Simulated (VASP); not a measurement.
# AlN (R-3m) in VASP: G0W0 quasiparticle levels with PBE

Aim: the G0W0 quasiparticle levels of AlN with PBE.

All numbers are computed with VASP 6.6.1; they aren't measurements. Logs are shortened: lines on timing, memory, paths and dates and some standing lists are left out, and cuts for length are marked.

## Step 1: The cell of the first run

It takes space group R-3m (No. 166, trigonal). The conventional cell has a = 2.855 Å, b = 2.855 Å, c = 7.029 Å, α = 90.00°, β = 90.00°, γ = 120.00°. Al (site symmetry -3m) has 6 N at 2.02 Å within 2.7 Å. N (site symmetry -3m) has 6 Al at 2.02 Å within 2.7 Å.

## Step 2: G0W0 quasiparticle levels, PBE

File POSCAR:

```
AlN
1.0
    0.0067295616      2.0255980312      2.0255980312
    2.0255980312      0.0067295616      2.0255980312
    2.0255980312      2.0255980312      0.0067295616
Al N
1 1
Direct
    0.0000000000      0.0000000000      0.0000000000
    0.5000000000      0.5000000000      0.5000000000
```

File INCAR.step1:

```
PREC     = Accurate       # precision mode
ENCUT    = 500            # plane-wave cutoff, eV
EDIFF    = 1E-8           # SCF threshold, eV
ISMEAR   = 0              # smearing method
SIGMA    = 0.01           # smearing width, eV
LREAL    = F              # projectors in reciprocal space
LASPH    = T              # aspherical terms in the spheres
NELM     = 60             # most SCF steps
ALGO     = Normal         # electronic algorithm
LWAVE    = T              # write WAVECAR
LCHARG   = F              # write CHGCAR
GGA      = PE             # functional
```

File INCAR.step2:

```
PREC     = Accurate       # precision mode
ENCUT    = 500            # plane-wave cutoff, eV
EDIFF    = 1E-8           # SCF threshold, eV
ISMEAR   = 0              # smearing method
SIGMA    = 0.01           # smearing width, eV
LREAL    = F              # projectors in reciprocal space
LASPH    = T              # aspherical terms in the spheres
NELM     = 1              # most SCF steps
ALGO     = Exact          # electronic algorithm
LWAVE    = T              # write WAVECAR
LCHARG   = F              # write CHGCAR
GGA      = PE             # functional
NBANDS   = 72             # bands
LOPTICS  = T              # frequency-dependent dielectric function
ISTART   = 1
```

File INCAR.step3:

```
PREC     = Accurate       # precision mode
ENCUT    = 500            # plane-wave cutoff, eV
EDIFF    = 1E-8           # SCF threshold, eV
ISMEAR   = 0              # smearing method
SIGMA    = 0.01           # smearing width, eV
LREAL    = F              # projectors in reciprocal space
LASPH    = T              # aspherical terms in the spheres
ALGO     = EVGW0          # electronic algorithm
LWAVE    = F              # write WAVECAR
LCHARG   = F              # write CHGCAR
GGA      = PE             # functional
NELMGW   = 1            
NBANDS   = 72             # bands
ENCUTGW  = 150.0          # cutoff of the response function
NOMEGA   = 96             # frequency points
PRECFOCK = Fast         
ISTART   = 1            
NBANDSGW = 12           
OMEGAMAX = 20
```

File KPOINTS:

```
regular mesh
0
Gamma
  6 6 6
```

Potentials or basis: VASP PAW PBE potentials, release 64 (Al_GW, N_GW).

Started as:

```bash
> cat potpaw_PBE.64/Al_GW/POTCAR potpaw_PBE.64/N_GW/POTCAR > POTCAR
> cp INCAR.step1 INCAR
> mpirun -np 1 vasp_std > vasp.out
> cp INCAR.step2 INCAR
> mpirun -np 1 vasp_std > vasp.out
> cp INCAR.step3 INCAR
> mpirun -np 1 vasp_std > vasp.out
```

OUTCAR:

```text
PREC = Accurate
   ENCUT = 500
   EDIFF = 1E-8
   ISMEAR = 0
   LREAL = F
   LASPH = T
   GGA = PE
   NELMGW = 1
   ENCUTGW = 150.0
   PRECFOCK = Fast
   ISTART = 1

 ion  position               nearest neighbor table
   1  0.000  0.000  0.000-   2 2.02   2 2.02   2 2.02   2 2.02   2 2.02   2 2.02
   2  0.500  0.500  0.500-   1 2.02   1 2.02   1 2.02   1 2.02   1 2.02   1 2.02

  LATTYP: Found a trigonal (rhomboedric) cell.
 ALAT       =     2.8646361121
 COS(alpha) =     0.5033194815

  Lattice vectors:

 A1 = (   0.0067295616,   2.0255980312,   2.0255980312)
 A2 = (   2.0255980312,   0.0067295616,   2.0255980312)
 A3 = (   2.0255980312,   2.0255980312,   0.0067295616)

Analysis of symmetry for initial positions (statically):
=====================================================================
 Subroutine PRICEL returns:
 Original cell was already a primitive cell.

 Routine SETGRP: Setting up the symmetry group for a
 trigonal (rhombohedral) supercell.

 Subroutine GETGRP returns: Found 12 space group operations
 (whereof 12 operations were pure point group operations)
 out of a pool of 12 trial point group operations.

The static configuration has the point symmetry D_3d.

Analysis of symmetry for dynamics (positions and initial velocities):
=====================================================================
 Subroutine PRICEL returns:
 Original cell was already a primitive cell.

 Routine SETGRP: Setting up the symmetry group for a
 trigonal (rhombohedral) supercell.

 Subroutine GETGRP returns: Found 12 space group operations
 (whereof 12 operations were pure point group operations)
 out of a pool of 12 trial point group operations.

The dynamic configuration has the point symmetry D_3d.

 Subroutine INISYM returns: Found 12 space group operations
 (whereof 12 operations are pure point group operations),
 and found     1 'primitive' translations

----------------------------------------------------------------------------------------

                                     Primitive cell

  volume of cell :      16.5394

  direct lattice vectors                    reciprocal lattice vectors
     0.006729562  2.025598031  2.025598031    -0.248074203  0.247252766  0.247252766
     2.025598031  0.006729562  2.025598031     0.247252766 -0.248074203  0.247252766
     2.025598031  2.025598031  0.006729562     0.247252766  0.247252766 -0.248074203

  length of vectors
     2.864636112  2.864636112  2.864636112     0.428729134  0.428729134  0.428729134

  position of ions in fractional coordinates (direct lattice)
     0.000000000  0.000000000  0.000000000
     0.500000000  0.500000000  0.500000000

  ion indices of the primitive-cell ions
   primitive index   ion index
                 1           1
                 2           2

----------------------------------------------------------------------------------------

 KPOINTS: regular mesh

Automatic generation of k-mesh.
 Grid dimensions read from file:
 generate k-points for:    6    6    6

 Generating k-lattice:

  Cartesian coordinates                     Fractional coordinates (reciprocal lattice)
    -0.041345701  0.041208794  0.041208794     0.166666667  0.000000000 -0.000000000
     0.041208794 -0.041345701  0.041208794     0.000000000  0.166666667 -0.000000000
     0.041208794  0.041208794 -0.041345701     0.000000000  0.000000000  0.166666667

  Length of vectors
     0.071454856  0.071454856  0.071454856

  Shift w.r.t. Gamma in fractional coordinates (k-lattice)
     0.000000000  0.000000000  0.000000000

 Subroutine IBZKPT returns following result:
 ===========================================

 Found     32 irreducible k-points:

 Following reciprocal coordinates:
            Coordinates               Weight
  0.000000  0.000000  0.000000      1.000000
  0.166667 -0.000000 -0.000000      6.000000
  0.333333  0.000000  0.000000      6.000000
  0.500000  0.000000  0.000000      3.000000
  0.166667  0.166667 -0.000000      6.000000
  0.333333  0.166667  0.000000     12.000000
[... 16 lines left out ...]
  0.500000  0.500000  0.166667      6.000000
 -0.333333  0.500000  0.166667     12.000000
 [... further k-points ...]
   k-points           NKPTS =     32   k-points in BZ     NKDIM =    216   number of bands    NBANDS=     72
   number of dos      NEDOS =    301   number of ions     NIONS =      2
   total plane-waves  NPLWV =  13824
   dimension x,y,z NGX =    24 NGY =   24 NGZ =   24
   dimension x,y,z NGXF=    48 NGYF=   48 NGZF=   48
   ions per type =               1   1
   NGX,Y,Z   is equivalent  to a cutoff of  13.93, 13.93, 13.93 a.u.
   NGXF,Y,Z  is equivalent  to a cutoff of  27.86, 27.86, 27.86 a.u.
 SYSTEM =  unknown system
   PREC   = accura    normal or accurate (medium, high low for compatibility)
   ISTART =      1    job   : 0-new  1-cont  2-samecut
   ICHARG =      0    charge: 1-file 2-atom 10-const
   ISPIN  =      1    spin polarized calculation?
   LNONCOLLINEAR =      F non collinear calculations
   LSORBIT =      F    spin-orbit coupling
   LASPH  =      T    aspherical Exc in radial PAW
   ENCUT  =  500.0 eV  36.75 Ry    6.06 a.u.   5.22  5.22  5.22*2*pi/ulx,y,z
   NELM   =     60;   NELMIN=  2; NELMDL=  0     # of ELM steps
   EDIFF  = 0.1E-07   stopping-criterion for ELM
   LREAL  =      F    real-space projection
   EDIFFG = 0.1E-06   stopping-criterion for IOM
   NSW    =      0    number of steps for IOM
   IBRION =     -1    ionic relax: 0-MD 1-quasi-New 2-CG
   NFREE  =      0    steps in history (QN), initial steepest desc. (CG)
   ISIF   =      0    stress and relaxation
   ISYM   =      3    0-nonsym 1-usesym 2-fastsym
   POTIM  = 0.5000    time-step for ionic-motion
   TEBEG  =    0.0;   TEEND  =   0.0 temperature during run
   PSTRESS=    0.0 pullay stress
   NELECT =       8.0000    total number of electrons
   NUPDOWN=      -1.0000    fix difference up-down
   EMIN   =  10.00;   EMAX   =-10.00  energy-range for DOS
   EFERMI =   0.00;   METHOD = LEGACY
   ISMEAR =     0;   SIGMA  =   0.01  broadening in eV -4-tet -1-fermi 0-gaus
   EFERMI_NEDOS =   21; number of points for ismear=-14 and -15
   IALGO  =     38    algorithm
   IMIX   =      4    mixing-type and parameters
     AMIX     =   0.40;   BMIX     =  1.00
     AMIX_MAG =   1.60;   BMIX_MAG =  1.00
  volume/ion in A,a.u.               =       8.27        55.81
  Fermi-wavevector in a.u.,A,eV,Ry     =   1.285084  2.428456 22.469210  1.651440
  Thomas-Fermi vector in A             =   2.417239
   LORBIT       =      0    0 simple, 1 ext, 2 COOP (PROOUT), +10 PAW based schemes
   GGA     = PE    functional components
   LHFCALC =     T    Hartree Fock is set to
   PRECFOCK=fast      Normal, Fast or Accurate (Low or Medium for compatibility)
   ENCUT4O =  -1.0   cutoff for four orbital integrals eV
   NKREDX  =     1    reduce k-point grid by
   NKREDY  =     1    reduce k-point grid by
   NKREDZ  =     1    reduce k-point grid by
   AEXX    =    1.0000 exact exchange contribution
   HFSCREEN=    0.0000 screening length (either q_TF or 0.3 A-1)
   HFSCREENC=   0.0000 screening length for correlation (either q_TF or 0.3 A-1)
   ENCUTFOCK=  -1.0 apply spherical cutoff to Coloumb kernel
   IVDW    =     0    specifies the selected vdW correction
   LEPSILON=     F    determine dielectric tensor
   LRPA    =     F    only Hartree local field effects (RPA)
   LRPAFORCE           =     F    calculate RPA forces
   ENCUTGW             = 150.0    cutoff for response function in eV
   ENCUTGWSOFT         = 120.0    soft cutoff for Coulomb kernel in GW response function in eV
   ENCUTLF             =  -1.0    cutoff for local field effects
   NELMGW              =     1    number of iterations in solving QP/BSE equation
   NELMHF              =     1    number of iterations in the inner HF iteration
   NKREDLFX            =     1    NKREDLFY  =   1   NKREDLFZ  =   1
 non-spin polarized calculation
 Gauss-broadening in eV      SIGMA  =   0.01
  energy-cutoff  :      500.00
  volume of cell :       16.54
 maximum number of plane-waves:       444
 NGX is ok and might be reduce to    24
  NGX = 12; NGY = 12; NGZ = 12
   NGX = 11   NGY = 11   NGZ = 11
 maximum number of plane-waves:        74

 QP shifts <psi_nk| G(iteration)W_0 |psi_nk>: iteration 1
 for sc-GW calculations column KS-energies equals QP-energies in previous step
 and V_xc(KS)=  KS-energies - (<T + V_ion + V_H > + <T+V_H+V_ion>^1  + <V_x>^1)

 k-point   1 :       0.0000    0.0000    0.0000
  band No.  KS-energies  QP-energies   sigma(KS)   V_xc(KS)     V^pw_x(r,r')   Z            occupation Imag(sigma)

      1      -8.8819     -10.4229     -16.8015     -14.6569     -24.9032       0.7185       2.0000       1.2942
      2       8.6180       7.9224     -18.2493     -17.3771     -21.0516       0.7976       2.0000       0.0322
      3       8.6878       7.9904     -18.2826     -17.4090     -21.0944       0.7984       2.0000       0.0324
      4       8.6878       7.9904     -18.2826     -17.4090     -21.0944       0.7984       2.0000       0.0324
      5      14.3321      15.3807     -13.3700     -14.6588      -8.9829       0.8136       0.0000      -0.0468
      6      20.7199      21.5654      -9.6898     -10.7173      -4.5465       0.8229       0.0000      -0.0616
      7      20.8707      21.7175      -9.6878     -10.7182      -4.5245       0.8219       0.0000      -0.0628
      8      20.8707      21.7175      -9.6878     -10.7182      -4.5245       0.8219       0.0000      -0.0628
      9      25.9460      26.2124      -9.2425      -9.5925      -2.6625       0.7612       0.0000      -0.2646
     10      26.4285      27.5316     -10.1962     -11.5630      -4.4961       0.8071       0.0000      -0.1614
     11      26.4285      27.5316     -10.1962     -11.5630      -4.4961       0.8071       0.0000      -0.1614
     12      27.4912      28.4622      -9.9534     -11.2174      -2.8992       0.7682       0.0000      -0.4006

 k-point   2 :       0.1667   -0.0000   -0.0000
  band No.  KS-energies  QP-energies   sigma(KS)   V_xc(KS)     V^pw_x(r,r')   Z            occupation Imag(sigma)
[... 353 lines left out ...]
      1      -4.5243      -5.7764     -18.6496     -16.9958     -26.3072       0.7571       2.0000       0.8487
      2       2.0474       0.7950     -15.3392     -13.6865     -19.4608       0.7578       2.0000       0.0760
      3       4.1324       2.9856     -15.8974     -14.4266     -19.4343       0.7797       2.0000       0.0514
      4       5.0042       3.9628     -16.0900     -14.7651     -19.3740       0.7861       2.0000       0.0461
      5      15.5957      16.6471     -11.3884     -12.6685      -6.8881       0.8213       0.0000      -0.0471
      6      16.9787      17.8389     -11.0971     -12.1428      -6.3846       0.8227       0.0000      -0.0521
      7      21.2999      22.6212     -13.3278     -15.0357      -7.3931       0.7737       0.0000      -0.0895
      8      22.3098      23.4354     -11.0866     -12.5302      -5.0786       0.7796       0.0000      -0.1087
      9      26.6569      27.8006     -11.7939     -13.3039      -4.6580       0.7574       0.0000      -0.3262
     10      30.2425      31.1075     -10.1796     -11.2868      -3.1062       0.7813       0.0000      -0.5450
     11      33.4759      34.6951     -11.0882     -12.6076      -4.0890       0.8023       0.0000      -0.7464
     12      36.1758      37.5126     -11.6694     -13.3667      -3.8963       0.7876       0.0000      -1.0389

 [... further k-points ...]
```

Wall time 3.5 min (1 thread of Intel Xeon 8259CL, shared host); peak memory 0.36 GiB.

Results:

```
Quasiparticle gap                                   : 6.13 eV
Least direct quasiparticle gap                      : 7.39 eV
Band gap of the starting levels on the mesh         : 4.57 eV
Least direct gap of the starting levels on the mesh : 5.64 eV
```

Caveat: the k points lie up to 0.45 Å⁻¹ apart; bands, screening cutoff and mesh are small and nothing is extrapolated, so the quasiparticle values aren't converged; the structure was generated, so it needn't be the stable form of AlN.
